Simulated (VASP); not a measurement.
A run of VASP 6.6.1 is set up as follows.

Contents of INCAR:

```
  PREC = Accurate
  ENCUT = 500
  EDIFF = 1E-6
  ISMEAR = 0
  SIGMA = 0.1
  LREAL = F
  LASPH = T
  NELM = 200
  ALGO = Normal
  ISIF = 2
  LWAVE = F
  LCHARG = T
  ISPIN = 2
  MAGMOM = 1 1 1 1 1 1 0 0
  LORBIT = 11
  LMAXMIX = 4
  GGA = PE
  LELF = T
  LVHAR = T
  NBANDS = 66
  GGA_COMPAT = F
```

The input KPOINTS:

```
regular mesh
0
Gamma
  4 4 4
```

POSCAR

```
Ru3Pt
1.0
    4.8884819550      0.0000000000      0.0000000000
    0.0000000000      4.8884819550      0.0000000000
    0.0000000000      0.0000000000      4.8884819550
Ru Pt
6 2
Direct
    0.2500000000      0.0000000000      0.5000000000
    0.7500000000      0.0000000000      0.5000000000
    0.5000000000      0.2500000000      0.0000000000
    0.5000000000      0.7500000000      0.0000000000
    0.0000000000      0.5000000000      0.2500000000
    0.0000000000      0.5000000000      0.7500000000
    0.0000000000      0.0000000000      0.0000000000
    0.5000000000      0.5000000000      0.5000000000
```

Potentials or basis: VASP PAW PBE potentials, release 64 (Ru_pv, Pt).

Command:

```bash
$ cat potpaw_PBE.64/Ru_pv/POTCAR potpaw_PBE.64/Pt/POTCAR > POTCAR
$ mpirun -np 1 vasp_std > vasp.out
```

Estimate the band gap on the k mesh.

zero (filled and empty bands overlap).

Estimate the pressure.

-0.2 GPa.

What does it give for the net moment?

0.00 μB per cell.

Caveat: spin-orbit coupling is left out, which moves the levels of the heavy elements.
